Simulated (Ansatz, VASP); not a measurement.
## One calculation of As, two programs

```xyz
3
Lattice="4.8527 0.0000 0.0000 -2.4264 4.2026 0.0000 0.0000 0.0000 2.7958" Properties=species:S:1:pos:R:3 pbc="T T T"
As    0.0000    0.0000    0.0000
As    0.0000    2.8017    1.3979
As    2.4264    1.4009    1.3979
```

Alike in both runs: functional r2SCAN; k mesh 12 × 12 × 16; occupations gaussian, width 0.1 eV; no spin polarisation.

Ansatz relaxed the structure, and its values are those at the end. VASP's run is a single point on that final structure, the one shown.

|  | VASP | Ansatz |
| --- | --- | --- |
| version | VASP 6.6.1 | Ansatz 0.2.0 |
| potentials or method | VASP PAW PBE potentials, release 64 (As), cutoff 520 eV | scalar-relativistic, plane waves, PAW |
| valence electrons in the cell | 15 | 45 |

Ansatz gave:

* gap on the k mesh at the Fermi level (eV): none
* pressure (GPa): 0.0

Question: What did VASP give for the same quantities?

Answer: gap on the k mesh at the Fermi level (eV): none; pressure (GPa): -0.1.

VASP's potentials were made for PBE, not for r2SCAN. A gap of «none» marks a metal or a gap that the smearing closes. VASP's potentials hold 15 valence electrons a cell and Ansatz's 45, so a difference there can come from the potentials and not from the codes.
